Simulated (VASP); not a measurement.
**Ti: single point with PBEsol**

The system is Ti.

```
CELL_PARAMETERS angstrom
-1.68537 1.68537 1.64524
1.68537 -1.68537 1.64524
1.68537 1.68537 -1.64524
ATOMIC_POSITIONS crystal
Ti 0.00000 0.00000 0.00000
```

This cell differs from its parent crystal: strain +0.050 along x and y, +0.025 along z.

* Program: VASP 6.6.1
* Task: single point
* Functional: PBEsol
* Potentials or basis: VASP PAW PBE potentials, release 64 (Ti_sv)
* Cutoff: 520 eV
* k mesh: 26 × 26 × 26
* Occupations: gaussian, width 0.15 eV
* Spin: no spin polarisation
* Dipole correction: no
* Further INCAR settings: ALGO = Fast; EDIFF = 1e-06; NBANDS = 12

| Property | Result |
| --- | --- |
| Pressure | -11.7 GPa |
| Band gap on the k mesh | zero (bands 6 and 7 overlap by 1.51 eV) |

Stress tensor (GPa, compression positive):
```
-11.46   0.00   0.00
  0.00 -11.46   0.00
  0.00   0.00 -12.18
```

Levels at points of the mesh, in eV from the Fermi level:
| k point | band 3 | band 4 | band 5 | band 6 | band 7 | band 8 | band 9 | band 10 |
| --- | --- | --- | --- | --- | --- | --- | --- | --- |
| (0.00, 0.00, 0.00) | -32.48 | -32.48 | -5.79 | 0.81 | 0.97 | 0.97 | 2.43 | 2.62 |
| (0.50, 0.00, 0.00) | -32.65 | -32.48 | -2.29 | -0.40 | 1.00 | 2.54 | 2.87 | 3.90 |
| (0.50, 0.50, 0.00) | -32.64 | -32.47 | -2.30 | -0.21 | 0.85 | 2.38 | 2.77 | 3.88 |
| (0.50, 0.50, 0.50) | -32.86 | -32.83 | -1.90 | -1.84 | 3.57 | 3.57 | 3.61 | 7.56 |

Wall time 7.3 min on 1 thread of Intel(R) Xeon(R) Platinum 8259CL CPU @ 2.50GHz (Skylake/Cascade Lake), with other jobs on the host, peak memory 0.4 GiB.

Caveat: the cell differs from its parent crystal (strain +0.050 along x and y, +0.025 along z); the cell stands under tension; the PAW data sets were made with another functional, which shifts forces and pressure a little.
